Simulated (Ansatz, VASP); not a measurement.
**Cu2Cl: VASP beside Ansatz**

```xyz
3
Lattice="0.0000 2.9312 2.9312 2.9312 0.0000 2.9312 2.9312 2.9312 0.0000" Properties=species:S:1:pos:R:3 pbc="T T T"
Cu    1.4656    1.4656    1.4656
Cu    4.3969    4.3969    4.3969
Cl    0.0000    0.0000    0.0000
```

Alike in both runs: task relaxation of cell and atoms; functional PBE; k mesh 14 × 14 × 14; occupations gaussian, width 0.1 eV; no spin polarisation.

|  | VASP | Ansatz |
| --- | --- | --- |
| version | VASP 6.6.1 | Ansatz 0.2.0 |
| potentials or method | VASP PAW PBE potentials, release 64 (Cu, Cl), cutoff 600 eV | scalar-relativistic, plane waves, PAW |
| valence electrons in the cell | 29 | 45 |

|  | VASP | Ansatz | Ansatz less VASP |
| --- | --- | --- | --- |
| gap on the k mesh at the Fermi level, each at its own relaxed structure (eV) | none | none | - |
| relaxed volume (Å³/atom) | 17.42 | 17.36 | -0.058 |
| relaxed length of the cell vector where the two differ most in proportion (Å) | 4.196 | 4.192 | -0.0047 |

A gap of «none» marks a metal or a gap that the smearing closes. VASP's potentials hold 29 valence electrons a cell and Ansatz's 45, so a difference there can come from the potentials and not from the codes.
